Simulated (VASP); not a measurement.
# Na (Fd-3m) in VASP: further runs

Na is run at these levels: PBE; tasks: single point.

Everything below comes from runs of VASP 6.6.1. Logs are shortened: lines on timing, memory, paths and dates and some standing lists are left out, and cuts for length are marked.

**1. The cell of the first run**

It takes space group Fd-3m (No. 227, cubic). The conventional cell has a = 5.329 Å, b = 5.329 Å, c = 5.329 Å, α = 90.00°, β = 90.00°, γ = 90.00°. Within 3.0 Å of Na (site symmetry -43m) lie 4 Na at 2.31 Å.

**2. Single point, PBE**

The input, INCAR:

```
SYSTEM = Na
ALGO     = Normal         ! electronic algorithm
EDIFF    = 1E-6           ! SCF threshold, eV
ENCUT    = 500            ! plane-wave cutoff, eV
GGA      = PE             ! functional
GGA_COMPAT= .FALSE.      
ISIF     = 2              ! what is computed and relaxed
ISMEAR   = -1             ! smearing method
LASPH    = .TRUE.         ! aspherical terms in the spheres
LCHARG   = .FALSE.        ! write CHGCAR
LREAL    = .FALSE.        ! projectors in reciprocal space
LWAVE    = .FALSE.        ! write WAVECAR
NBANDS   = 14             ! bands
NELM     = 120            ! most SCF steps
PREC     = Accurate       ! precision mode
SIGMA    = 0.1            ! smearing width, eV
```

The input, KPOINTS:

```
k-points
0
G
  12 12 12
  0 0 0
```

The input, POSCAR:

```
Na
1.0
    0.0000000000      2.6645322414      2.6645322414
    2.6645322414      0.0000000000      2.6645322414
    2.6645322414      2.6645322414      0.0000000000
Na
2
Direct
   -0.1250000000     -0.1250000000     -0.1250000000
    0.1250000000      0.1250000000      0.1250000000
```

Potentials or basis: VASP PAW PBE potentials, release 64 (Na_pv).

The run is started by

```
> cat potpaw_PBE.64/Na_pv/POTCAR > POTCAR
> mpirun -np 1 vasp_std > vasp.out
```

OUTCAR:

```text
SYSTEM = Na
   EDIFF = 1E-6
   ENCUT = 500
   GGA = PE
   ISIF = 2
   ISMEAR = -1
   LASPH = .TRUE.
   LREAL = .FALSE.
   NELM = 120
   PREC = Accurate

 ion  position               nearest neighbor table
   1  0.875  0.875  0.875-   2 2.31   2 2.31   2 2.31   2 2.31
   2  0.125  0.125  0.125-   1 2.31   1 2.31   1 2.31   1 2.31

  LATTYP: Found a face centered cubic cell.
 ALAT       =     5.3290644828

  Lattice vectors:

 A1 = (   0.0000000000,   2.6645322414,   2.6645322414)
 A2 = (   2.6645322414,   0.0000000000,   2.6645322414)
 A3 = (   2.6645322414,   2.6645322414,   0.0000000000)

Analysis of symmetry for initial positions (statically):
=====================================================================
 Subroutine PRICEL returns:
 Original cell was already a primitive cell.

 Routine SETGRP: Setting up the symmetry group for a
 face centered cubic supercell.

 Subroutine GETGRP returns: Found 48 space group operations
 (whereof 12 operations were pure point group operations)
 out of a pool of 48 trial point group operations.

The static configuration has the point symmetry D_3d.
 The point group associated with its full space group is O_h .

Analysis of symmetry for dynamics (positions and initial velocities):
=====================================================================
 Subroutine PRICEL returns:
 Original cell was already a primitive cell.

 Routine SETGRP: Setting up the symmetry group for a
 face centered cubic supercell.

 Subroutine GETGRP returns: Found 48 space group operations
 (whereof 12 operations were pure point group operations)
 out of a pool of 48 trial point group operations.

The dynamic configuration has the point symmetry D_3d.
 The point group associated with its full space group is O_h .

 Subroutine INISYM returns: Found 48 space group operations
 (whereof 12 operations are pure point group operations),
 and found     1 'primitive' translations

----------------------------------------------------------------------------------------

                                     Primitive cell

  volume of cell :      37.8349

  direct lattice vectors                    reciprocal lattice vectors
     0.000000000  2.664532241  2.664532241    -0.187650197  0.187650197  0.187650197
     2.664532241  0.000000000  2.664532241     0.187650197 -0.187650197  0.187650197
     2.664532241  2.664532241  0.000000000     0.187650197  0.187650197 -0.187650197

  length of vectors
     3.768217633  3.768217633  3.768217633     0.325019675  0.325019675  0.325019675

[... 85 lines left out ...]
   NFREE  =      0    steps in history (QN), initial steepest desc. (CG)
   ISIF   =      2    stress and relaxation
   ISYM   =      2    0-nonsym 1-usesym 2-fastsym
   POTIM  = 0.5000    time-step for ionic-motion
   TEBEG  =    0.0;   TEEND  =   0.0 temperature during run
   PSTRESS=    0.0 pullay stress
   NELECT =      14.0000    total number of electrons
   NUPDOWN=      -1.0000    fix difference up-down
   EMIN   =  10.00;   EMAX   =-10.00  energy-range for DOS
   EFERMI =   0.00;   METHOD = LEGACY
   ISMEAR =    -1;   SIGMA  =   0.10  broadening in eV -4-tet -1-fermi 0-gaus
   EFERMI_NEDOS =   21; number of points for ismear=-14 and -15
   IALGO  =     38    algorithm
   IMIX   =      4    mixing-type and parameters
     AMIX     =   0.40;   BMIX     =  1.00
     AMIX_MAG =   1.60;   BMIX_MAG =  1.00
  volume/ion in A,a.u.               =      18.92       127.66
  Fermi-wavevector in a.u.,A,eV,Ry     =   1.175312  2.221018 18.794523  1.381358
  Thomas-Fermi vector in A             =   2.311695
   LORBIT       =      0    0 simple, 1 ext, 2 COOP (PROOUT), +10 PAW based schemes
   GGA     = PE    functional components
   LHFCALC =     F    Hartree Fock is set to
   AEXX    =    0.0000 exact exchange contribution
   IVDW    =     0    specifies the selected vdW correction
   LEPSILON=     F    determine dielectric tensor
   LRPA    =     F    only Hartree local field effects (RPA)
 non-spin polarized calculation
  energy-cutoff  :      500.00
  volume of cell :       37.83
 maximum number of plane-waves:       982
   NGX = 13   NGY = 13   NGZ = 13

 number of electron      13.9999987 magnetization

 Free energy of the ion-electron system (eV)
  ---------------------------------------------------
  ext. energy  EPLUGINS =         0.00000000
  ---------------------------------------------------
  free energy    TOTEN  =        -0.04171606 eV

  energy without entropy =       -0.02359909  energy(sigma->0) =       -0.03265757

 E-fermi :   3.4779     XC(G=0):  -8.5713

 val. band max:        3.4745230113   @ k =  -0.3333   0.4167   0.1667
 cond. band min:       3.5114684424   @ k =  -0.4167   0.0833   0.0000
 fundamental gap:      0.0369454311
 Fermi energy:         3.4779372481

 k-point     1 :       0.0000    0.0000    0.0000
  band No.  band energies     occupation
      1     -23.2463      2.00000
      2     -23.2463      2.00000
      3     -23.2463      2.00000
      4     -22.7575      2.00000
      5     -22.7575      2.00000
      6     -22.7575      2.00000
      7      -1.6109      2.00000
      8      12.2822      0.00000
      9      12.2822      0.00000
     10      12.2822      0.00000
     11      12.4413      0.00000
     12      12.4413      0.00000
     13      12.4413      0.00000
     14      14.9177      0.00000
[... 377 lines left out ...]
      1     -23.4001      2.00000
      2     -23.3404      2.00000
      3     -23.2123      2.00000
      4     -22.8272      2.00000
      5     -22.6698      2.00000
      6     -22.6348      2.00000
      7       2.2126      1.99999
      8       3.4154      1.30266
      9       7.9169      0.00000
     10       9.7877      0.00000
     11      11.2885      0.00000
     12      13.4991      0.00000
     13      15.4067      0.00000
     14      16.9551      0.00000

 [... further k-points ...]
[... 5 lines left out ...]
  --------------------------------------------------------------------------------------
  -------------------------------------------------------------------------------------
  Total        4.7307470      4.7307470      4.7307470     -0.0000000     -0.0000000      0.0000000
  in kB      200.3306342    200.3306342    200.3306342     -0.0000000     -0.0000000      0.0000000
  external PRESSURE =     200.3306342 kB  Pullay stress =       0.0000000 kB

 VOLUME and BASIS-vectors are now :
 -----------------------------------------------------------------------------
  energy-cutoff  :      500.00
  volume of cell :       37.83
      direct lattice vectors                 reciprocal lattice vectors
     0.000000000  2.664532241  2.664532241    -0.187650197  0.187650197  0.187650197
     2.664532241  0.000000000  2.664532241     0.187650197 -0.187650197  0.187650197
     2.664532241  2.664532241  0.000000000     0.187650197  0.187650197 -0.187650197

 POSITION                                       TOTAL-FORCE (eV/Angst)
 -----------------------------------------------------------------------------------
      4.66293      4.66293      4.66293        -0.000000     -0.000000     -0.000000
      0.66613      0.66613      0.66613         0.000000      0.000000      0.000000
 -----------------------------------------------------------------------------------
    total drift:                                0.000000      0.000000     -0.000000

  FREE ENERGIE OF THE ION-ELECTRON SYSTEM (eV)
  ---------------------------------------------------
  free  energy   TOTEN  =        -0.0417160561 eV

  energy  without entropy=       -0.0235990870  energy(sigma->0) =       -0.03265757
```

It took 31 s on 1 thread of AMD EPYC 7R43 (Zen 3), shared host; peak memory 0.13 GiB.

Results:

| Property | Result |
| --- | --- |
| Free energy | -0.0417 eV |
| Pressure | 20.0 GPa |
| Band gap on the k mesh | zero (band 7 reaches 4.17 eV, above the bottom of band 8 at 2.84 eV) |

Levels at points of the mesh, in eV from the Fermi level:
```tsv
k point	band 5	band 6	band 7	band 8	band 9	band 10
(0.00, 0.00, 0.00)	-26.24	-26.24	-5.09	8.80	8.80	8.80
(0.50, 0.00, 0.00)	-26.16	-26.16	-1.44	-0.64	7.09	7.09
(0.50, 0.50, 0.00)	-26.09	-26.09	0.05	0.05	4.84	4.84
```

**3. Single point, PBE**

The input, INCAR:

```
PREC = Accurate ; ENCUT = 500
EDIFF = 1E-6 ; ISMEAR = -1
SIGMA = 0.1 ; LREAL = F
LASPH = T ; NELM = 120
ALGO = Normal ; ISIF = 2
LWAVE = F ; LCHARG = F
GGA = PE ; NBANDS = 14
GGA_COMPAT = F
```

The input, KPOINTS:

```
Automatic mesh
0
Gamma
  12 12 12
```

POSCAR is that of step 2.

Potentials or basis: VASP PAW PBE potentials, release 64 (Na_pv).

The run is started by

```
> cat potpaw_PBE.64/Na_pv/POTCAR > POTCAR
> mpirun -np 1 vasp_std > vasp.out
```

Wall time 41 s (1 thread of AMD EPYC 7R43 (Zen 3), shared host); peak memory 0.13 GiB.

The run converged. Its results:

| Item | Value |
| --- | --- |
| Free energy | -0.0417 eV |
| Pressure | 20.0 GPa |
| Band gap on the k mesh | zero (band 7 reaches 4.17 eV, above the bottom of band 8 at 2.84 eV) |

Levels at points of the mesh, in eV from the Fermi level:
```
           k point  band 3  band 4  band 5  band 6  band 7  band 8  band 9  band 10  band 11  band 12
(0.00, 0.00, 0.00)  -26.72  -26.24  -26.24  -26.24   -5.09    8.80    8.80     8.80     8.96     8.96
(0.50, 0.00, 0.00)  -26.79  -26.23  -26.16  -26.16   -1.44   -0.64    7.09     7.09     8.57     8.57
(0.50, 0.50, 0.00)  -26.51  -26.51  -26.09  -26.09    0.05    0.05    4.84     4.84     5.75     5.75
```
